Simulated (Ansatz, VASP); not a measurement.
**Two plane-wave programs on TiO2**

```
CELL_PARAMETERS angstrom
2.68476 -2.68476 -0.02016
2.68476 2.68476 -0.02016
-2.64856 0.00000 4.85010
ATOMIC_POSITIONS crystal
Ti 0.12514 0.87613 0.25000
Ti 0.87486 0.12387 0.75000
O 0.33449 0.07778 0.66227
O 0.66551 0.92222 0.33773
O 0.91845 0.69520 0.83773
O 0.08155 0.30480 0.16227
```

Change from the starting cell: mode 17 (642.7 1/cm) frozen in, largest displacement -0.100 Å.

Alike in both runs: task single point; functional r2SCAN; k mesh 6 × 6 × 6; occupations gaussian, width 0.05 eV; no spin polarisation; Hubbard terms Ti d U = 4.0 eV.

|  | VASP | Ansatz |
| --- | --- | --- |
| version | VASP 6.6.1 | Ansatz 0.2.0 |
| potentials or method | VASP PAW PBE potentials, release 64 (Ti_sv, O), cutoff 520 eV | scalar-relativistic, plane waves, PAW |
| valence electrons in the cell | 48 | 48 |

Ansatz gave:

```
gap on the k mesh at the Fermi level (eV)                     : 3.16
least direct gap on the mesh (eV)                             : 3.47
pressure (GPa)                                                : 1.9
traceless stress, the component that is largest in VASP (GPa) : 2.89
rms of the force components (eV/Å)                            : 0.860
```

Problem. What did VASP give for the same quantities?

Solution. gap on the k mesh at the Fermi level (eV): 3.24; least direct gap on the mesh (eV): 3.56; pressure (GPa): 7.0; traceless stress, the component that is largest in VASP (GPa): 2.14; rms of the force components (eV/Å): 1.047.

VASP's potentials were made for PBE, not for r2SCAN. The programs project onto different local orbitals, so the same U acts differently, and such runs can settle in different states. Atom by atom the forces differ by 0.230 eV/Å (rms over components).
